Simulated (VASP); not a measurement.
Here is a VASP 6.6.1 calculation.

Contents of INCAR:

```
SYSTEM = MgO2
PREC = Accurate
ENCUT = 520
EDIFF = 1E-6
ISMEAR = 0
SIGMA = 0.01
LREAL = .False.
LASPH = .True.
NELM = 60
ALGO = Normal
ISIF = 2
LWAVE = .False.
LCHARG = .False.
GGA = PS
NBANDS = 14
```

File KPOINTS:

```
Automatic mesh
0
Gamma
  6 6 6
  0 0 0
```

File POSCAR:

```
MgO2
1.0
    1.5784791300      0.9113353506      3.4618981106
   -1.5784791300      0.9113353506      3.4618981106
    0.0000000000     -1.8226707012      3.4618981106
Mg O
1 2
Direct
    0.0000000000      0.0000000000      0.0000000000
    0.4291159763      0.4291159763      0.4291159763
    0.5708840237      0.5708840237      0.5708840237
```

Potentials or basis: VASP PAW PBE potentials, release 64 (Mg, O).

Command:

```console
$ cat potpaw_PBE.64/Mg/POTCAR potpaw_PBE.64/O/POTCAR > POTCAR
$ mpirun -np 1 vasp_std > vasp.out
```

Problem. What does it give for the pressure?

Solution. 0.4 GPa.

Problem. Predict the band gap on the k mesh.

Solution. 2.41 eV, direct.

Forces on the atoms (eV/Å):
```
Mg   0.000  0.000  0.000
O    0.000  0.000 -0.102
O    0.000  0.000  0.102
```

Caveat: the PAW data sets were made with another functional, which shifts forces and pressure a little. Expect the measured gap to be larger: semilocal functionals such as PBEsol lack the derivative discontinuity.
